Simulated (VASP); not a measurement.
# Si (I4_1/amd) in VASP: notebook

The runs below take Si through single point, with r2SCAN.

Everything below comes from runs of VASP 6.6.1. Logs are shortened: lines on timing, memory, paths and dates and some standing lists are left out, and cuts for length are marked.

## 1. The cell of the first run

It takes space group I4_1/amd (No. 141, tetragonal). Conventional cell: a = 4.311 Å, b = 4.311 Å, c = 4.310 Å, α = 90.00°, β = 90.00°, γ = 90.00°. Within 3.2 Å of Si (site symmetry -4m2) lie 4 Si at 2.41 Å.

## 2. Single point, r2SCAN

The input, POSCAR:

```
Si
1.0
    0.0000000000      3.0481654620      2.1550529816
    3.0481654620      0.0000000000      2.1550529816
    3.0481654620      3.0481654620      0.0000000000
Si
2
Direct
    0.5000000000      0.5000000000      0.5000000000
    0.7500000000      0.7500000000      0.7500000000
```

The input, INCAR.step1:

```
SYSTEM = Si
PREC = Accurate ; ENCUT = 520
ISMEAR = 0 ; SIGMA = 0.05
LREAL = .FALSE. ; LASPH = .TRUE.
NELM = 100 ; NBANDS = 11
GGA = PE ; ALGO = Normal
EDIFF = 1E-4 ; LWAVE = .TRUE.
LCHARG = .FALSE.
```

The input, INCAR.step2:

```
SYSTEM = Si
PREC = Accurate ; ENCUT = 520
EDIFF = 1E-6 ; ISMEAR = 0
SIGMA = 0.05 ; LREAL = .FALSE.
LASPH = .TRUE. ; NELM = 100
ALGO = Normal ; ISIF = 2
LWAVE = .FALSE. ; LCHARG = .FALSE.
METAGGA = R2SCAN ; LMIXTAU = .TRUE.
NBANDS = 11 ; ISTART = 1
```

The input, KPOINTS:

```
Automatic mesh
0
G
  12 12 12
  0 0 0
```

Potentials or basis: VASP PAW PBE potentials, release 64 (Si).

On the command line:

```
> cat potpaw_PBE.64/Si/POTCAR > POTCAR
> cp INCAR.step1 INCAR
> mpirun -np 1 vasp_std > vasp.out
> cp INCAR.step2 INCAR
> mpirun -np 1 vasp_std > vasp.out
```

OUTCAR:

```text
SYSTEM = Si
   PREC = Accurate
   ENCUT = 520
   EDIFF = 1E-6
   ISMEAR = 0
   LREAL = .FALSE.
   LASPH = .TRUE.
   NELM = 100
   ISIF = 2
   METAGGA = R2SCAN
   ISTART = 1

 ion  position               nearest neighbor table
   1  0.500  0.500  0.500-   2 2.41   2 2.41   2 2.41   2 2.41
   2  0.750  0.750  0.750-   1 2.41   1 2.41   1 2.41   1 2.41

  LATTYP: Found a body centered tetragonal cell.
 ALAT       =     4.3107569367
 C/A-ratio  =     0.9998489886

  Lattice vectors:

 A1 = (   0.0000000000,  -3.0481654620,  -2.1550529816)
 A2 = (   0.0000000000,   3.0481654620,  -2.1550529816)
 A3 = (   3.0481654620,   0.0000000000,   2.1550529816)

Analysis of symmetry for initial positions (statically):
=====================================================================
 Subroutine PRICEL returns:
 Original cell was already a primitive cell.

 Routine SETGRP: Setting up the symmetry group for a
 body centered tetragonal supercell.

 Subroutine GETGRP returns: Found 16 space group operations
 (whereof  8 operations were pure point group operations)
 out of a pool of 16 trial point group operations.

The static configuration has the point symmetry D_2d.
 The point group associated with its full space group is D_4h.

Analysis of symmetry for dynamics (positions and initial velocities):
=====================================================================
 Subroutine PRICEL returns:
 Original cell was already a primitive cell.

 Routine SETGRP: Setting up the symmetry group for a
 body centered tetragonal supercell.

 Subroutine GETGRP returns: Found 16 space group operations
 (whereof  8 operations were pure point group operations)
 out of a pool of 16 trial point group operations.

The dynamic configuration has the point symmetry D_2d.
 The point group associated with its full space group is D_4h.

 Subroutine INISYM returns: Found 16 space group operations
 (whereof  8 operations are pure point group operations),
 and found     1 'primitive' translations

----------------------------------------------------------------------------------------

                                     Primitive cell

  volume of cell :      40.0465

  direct lattice vectors                    reciprocal lattice vectors
     0.000000000  3.048165462  2.155052982    -0.164033090  0.164033090  0.232012857
     3.048165462  0.000000000  2.155052982     0.164033090 -0.164033090  0.232012857
     3.048165462  3.048165462  0.000000000     0.164033090  0.164033090 -0.232012857

  length of vectors
     3.733037106  3.733037106  4.310756937     0.328090956  0.328090956  0.328090956

  position of ions in fractional coordinates (direct lattice)
[... 84 lines left out ...]
   NFREE  =      0    steps in history (QN), initial steepest desc. (CG)
   ISIF   =      2    stress and relaxation
   ISYM   =      2    0-nonsym 1-usesym 2-fastsym
   POTIM  = 0.5000    time-step for ionic-motion
   TEBEG  =    0.0;   TEEND  =   0.0 temperature during run
   PSTRESS=    0.0 pullay stress
   NELECT =       8.0000    total number of electrons
   NUPDOWN=      -1.0000    fix difference up-down
   EMIN   =  10.00;   EMAX   =-10.00  energy-range for DOS
   EFERMI =   0.00;   METHOD = LEGACY
   ISMEAR =     0;   SIGMA  =   0.05  broadening in eV -4-tet -1-fermi 0-gaus
   EFERMI_NEDOS =   21; number of points for ismear=-14 and -15
   IALGO  =     38    algorithm
   IMIX   =      4    mixing-type and parameters
     AMIX     =   0.40;   BMIX     =  1.00
     AMIX_MAG =   1.60;   BMIX_MAG =  1.00
  volume/ion in A,a.u.               =      20.02       135.12
  Fermi-wavevector in a.u.,A,eV,Ry     =   0.957010  1.808487 12.461143  0.915868
  Thomas-Fermi vector in A             =   2.085990
   LORBIT       =      0    0 simple, 1 ext, 2 COOP (PROOUT), +10 PAW based schemes
   METAGGA = R2SCAN    functional components
   LHFCALC =     F    Hartree Fock is set to
   AEXX    =    0.0000 exact exchange contribution
   IVDW    =     0    specifies the selected vdW correction
   LEPSILON=     F    determine dielectric tensor
   LRPA    =     F    only Hartree local field effects (RPA)
 non-spin polarized calculation
 Gauss-broadening in eV      SIGMA  =   0.05
  energy-cutoff  :      520.00
  volume of cell :       40.05
 maximum number of plane-waves:      1097
   NGX = 13   NGY = 13   NGZ = 17

 number of electron       8.0000000 magnetization

 Free energy of the ion-electron system (eV)
  ---------------------------------------------------
  ext. energy  EPLUGINS =         0.00000000
  ---------------------------------------------------
  free energy    TOTEN  =       -16.91267000 eV

  energy without entropy =      -16.91183913  energy(sigma->0) =      -16.91225457

 E-fermi :   5.7788     XC(G=0):  -9.9813

 val. band max:        5.7699394404   @ k =   0.2500   0.0833   0.1667
 cond. band min:       5.8025278072   @ k =  -0.1667   0.0833   0.0000
 fundamental gap:      0.0325883668
 Fermi energy:         5.7788495955

 k-point     1 :       0.0000    0.0000    0.0000
  band No.  band energies     occupation
      1      -6.6444      2.00000
      2       5.2809      2.00000
      3       5.2809      2.00000
      4       7.2683      0.00000
      5       8.2818      0.00000
      6       8.7401      0.00000
      7       9.7738      0.00000
      8       9.7738      0.00000
      9      11.2172      0.00000
     10      14.6760      0.00000
     11      14.7820      0.00000
[... 309 lines left out ...]
 k-point    24 :      -0.4167    0.1667    0.0000
  band No.  band energies     occupation
      1      -3.9129      2.00000
      2      -0.7017      2.00000
      3       2.7594      2.00000
      4       3.8264      2.00000
      5       7.0856      0.00000
      6       9.9417      0.00000
      7      10.9866      0.00000
      8      11.6569      0.00000
      9      16.2272      0.00000
     10      16.7012      0.00000
     11      17.6289      0.00000

 [... further k-points ...]
[... 5 lines left out ...]
  --------------------------------------------------------------------------------------
  -------------------------------------------------------------------------------------
  Total       -2.3309562     -2.3309562      1.5686242      0.0000000      0.0000000      0.0000000
  in kB      -93.2566185    -93.2566185     62.7573313      0.0000000      0.0000000      0.0000000
  external PRESSURE =     -41.2519686 kB  Pullay stress =       0.0000000 kB

 VOLUME and BASIS-vectors are now :
 -----------------------------------------------------------------------------
  energy-cutoff  :      520.00
  volume of cell :       40.05
      direct lattice vectors                 reciprocal lattice vectors
     0.000000000  3.048165462  2.155052982    -0.164033090  0.164033090  0.232012857
     3.048165462  0.000000000  2.155052982     0.164033090 -0.164033090  0.232012857
     3.048165462  3.048165462  0.000000000     0.164033090  0.164033090 -0.232012857

 POSITION                                       TOTAL-FORCE (eV/Angst)
 -----------------------------------------------------------------------------------
      3.04817      3.04817      2.15505        -0.000000     -0.000000     -0.000000
      4.57225      4.57225      3.23258         0.000000      0.000000      0.000000
 -----------------------------------------------------------------------------------
    total drift:                                0.000000      0.000000     -0.000000

  FREE ENERGIE OF THE ION-ELECTRON SYSTEM (eV)
  ---------------------------------------------------
  free  energy   TOTEN  =       -16.9126700028 eV

  energy  without entropy=      -16.9118391345  energy(sigma->0) =      -16.91225457
```

OUTCAR.step1:

```text
SYSTEM = Si
   PREC = Accurate
   ENCUT = 520
   ISMEAR = 0
   LREAL = .FALSE.
   LASPH = .TRUE.
[... 560 lines left out ...]
      3.04817      3.04817      2.15505        -0.000000     -0.000000     -0.000000
      4.57225      4.57225      3.23258         0.000000      0.000000      0.000000
 -----------------------------------------------------------------------------------
    total drift:                                0.000000      0.000000     -0.000000

  FREE ENERGIE OF THE ION-ELECTRON SYSTEM (eV)
  ---------------------------------------------------
  free  energy   TOTEN  =       -10.3106765907 eV

  energy  without entropy=      -10.3100622788  energy(sigma->0) =      -10.31036943
```

OSZICAR.step1:

```text
N       E                     dE             d eps       ncg     rms          rms(c)
DAV:   1     0.756919211387E+01    0.75692E+01   -0.32948E+03  3586   0.589E+02
DAV:   2    -0.989510223089E+01   -0.17464E+02   -0.16944E+02  4642   0.846E+01
DAV:   3    -0.104341205683E+02   -0.53902E+00   -0.53424E+00  4658   0.128E+01
DAV:   4    -0.104377404028E+02   -0.36198E-02   -0.36193E-02  4301   0.130E+00
DAV:   5    -0.104377716682E+02   -0.31265E-04   -0.31266E-04  4511   0.113E-01    0.430E+00
DAV:   6    -0.103504906572E+02    0.87281E-01   -0.47906E-02  4117   0.892E-01    0.255E+00
DAV:   7    -0.103102600012E+02    0.40231E-01   -0.84905E-02  4159   0.127E+00    0.149E-01
DAV:   8    -0.103106278118E+02   -0.36781E-03   -0.38256E-03  4139   0.363E-01    0.729E-02
DAV:   9    -0.103106765907E+02   -0.48779E-04   -0.10089E-04  3501   0.605E-02
   1 F= -.10310677E+02 E0= -.10310369E+02  d E =-.614312E-03
```

Run time: 3.3 min. Hardware: 1 thread of Intel Xeon Platinum 8488C (Sapphire Rapids), shared host; peak memory 0.19 GiB.

Results:

```yaml
Free_energy: -16.9127 eV
Pressure: -4.1 GPa
Band_gap_on_the_k_mesh: zero (band 4 reaches 7.27 eV, above the bottom of band 5 at 4.65 eV)
```

Stress tensor (GPa, compression positive):
```
-9.33  0.00  0.00
 0.00 -9.33  0.00
 0.00  0.00  6.28
```

Levels at points of the mesh, in eV from the Fermi level:
```csv
k point,band 1,band 2,band 3,band 4,band 5,band 6,band 7,band 8,band 9
"(0.00, 0.00, 0.00)",-12.42,-0.50,-0.50,1.49,2.50,2.96,3.99,3.99,5.44
"(0.50, 0.00, 0.00)",-9.76,-7.09,-2.39,-0.26,0.23,2.53,6.26,8.30,9.67
"(0.50, 0.50, 0.00)",-6.78,-6.78,-4.40,-4.40,-0.35,-0.35,10.38,10.38,12.13
"(0.50, 0.00, 0.50)",-8.68,-8.68,-1.55,-1.55,2.43,2.43,7.12,7.12,9.05
```

Caveat: the PAW data sets were made with another functional, which shifts forces and pressure a little.

## 3. Single point, r2SCAN

This run uses another cell than the first one, of the same volume but with other edges.

The input, POSCAR:

```
Si
1.0
    0.0000000000      2.4193305304      3.4209333700
    2.4193305304      0.0000000000      3.4209333700
    2.4193305304      2.4193305304      0.0000000000
Si
2
Direct
    0.5000000000      0.5000000000      0.5000000000
    0.7500000000      0.7500000000      0.7500000000
```

INCAR.step1: that of step 2 with these lines changed.

```diff
@@ -4,3 +4,3 @@
 LREAL = .FALSE. ; LASPH = .TRUE.
-NELM = 100 ; NBANDS = 11
+NELM = 80 ; NBANDS = 11
 GGA = PE ; ALGO = Normal
```

The input, INCAR.step2:

```
SYSTEM = Si
PREC = Accurate ; ENCUT = 520
EDIFF = 1E-6 ; ISMEAR = 0
SIGMA = 0.05 ; LREAL = .FALSE.
LASPH = .TRUE. ; NELM = 80
ALGO = Normal ; ISIF = 2
LWAVE = .FALSE. ; LCHARG = .TRUE.
METAGGA = R2SCAN ; LMIXTAU = .TRUE.
LELF = .TRUE. ; LVHAR = .TRUE.
NBANDS = 11 ; ISTART = 1
```

KPOINTS is that of step 2.

Potentials or basis: VASP PAW PBE potentials, release 64 (Si).

On the command line:

```
> cat potpaw_PBE.64/Si/POTCAR > POTCAR
> cp INCAR.step1 INCAR
> mpirun -np 1 vasp_std > vasp.out
> cp INCAR.step2 INCAR
> mpirun -np 1 vasp_std > vasp.out
```

It took 3.5 min on 1 thread of Intel Xeon Platinum 8488C (Sapphire Rapids), shared host; peak memory 0.2 GiB.

It converged, with:

```yaml
Free_energy: -16.3248 eV
Pressure: -2.9 GPa
Band_gap_on_the_k_mesh: zero (band 4 reaches 7.32 eV, above the bottom of band 5 at 5.81 eV)
```

Stress tensor (GPa, compression positive):
```
  7.49   0.00   0.00
  0.00   7.49   0.00
  0.00   0.00 -23.60
```

Levels at points of the mesh, in eV from the Fermi level:
```csv
k point,band 1,band 2,band 3,band 4,band 5,band 6,band 7,band 8,band 9
"(0.00, 0.00, 0.00)",-12.99,-2.83,0.48,0.95,0.95,2.48,2.48,3.60,6.39
"(0.50, 0.00, 0.00)",-10.36,-7.67,-3.48,-1.04,0.61,4.75,4.93,8.12,8.64
"(0.50, 0.50, 0.00)",-9.95,-9.95,-1.21,-1.21,2.65,2.65,9.69,9.69,9.97
"(0.50, 0.00, 0.50)",-7.71,-7.71,-3.96,-3.96,-0.25,-0.25,6.20,6.20,8.14
```

Caveat: the PAW data sets were made with another functional, which shifts forces and pressure a little.
